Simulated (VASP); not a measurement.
Wanted: the native input for a VASP 6.6.1 run.

| Item | Value |
| --- | --- |
| Task | single point |
| Functional | PBEsol |
| Potentials or basis | VASP PAW PBE potentials, release 64 (Y_sv) |
| Cutoff | 520 eV |
| k mesh | 15 × 15 × 8 |
| Occupations | gaussian, width 0.15 eV |
| Spin | no spin polarisation |
| Dipole correction | no |
| Further INCAR settings | ALGO = Fast; EDIFF = 1e-06; NBANDS = 18 |

The structure of Y lies in POSCAR:

```
Y
1.0
    3.7975592066      0.0000000000      0.0000000000
   -1.8987796033      3.2887827453      0.0000000000
    0.0000000000      0.0000000000      6.2071920000
Y
2
Direct
    0.3333333333      0.6666666667      0.2500000000
    0.6666666667      0.3333333333      0.7500000000
```

This cell differs from its parent crystal: strain +0.040 along x and y, +0.080 along z.

One way to write it, as run:

INCAR

```
  PREC = Accurate
  ENCUT = 520
  EDIFF = 1E-6
  ISMEAR = 0
  SIGMA = 0.15
  LREAL = F
  LASPH = T
  NELM = 80
  ALGO = Fast
  ISIF = 2
  LWAVE = F
  LCHARG = F
  GGA = PS
  NBANDS = 18
```

KPOINTS

```
regular mesh
0
Gamma
  15 15 8
```

Potentials or basis: VASP PAW PBE potentials, release 64 (Y_sv).

Run with:

```console
$ cat potpaw_PBE.64/Y_sv/POTCAR > POTCAR
$ mpirun -np 1 vasp_std > vasp.out
```

Results of the run:

The pressure is -6.5 GPa and the band gap on the k mesh is zero (bands 11 and 12 overlap by 1.12 eV).

Caveat: the cell differs from its parent crystal (strain +0.040 along x and y, +0.080 along z); the cell stands under tension; the PAW data sets were made with another functional, which shifts forces and pressure a little.

It took 2.9 min on 1 thread of Intel(R) Xeon(R) Platinum 8559C (Emerald Rapids) (shared host), peak memory 0.32 GiB.
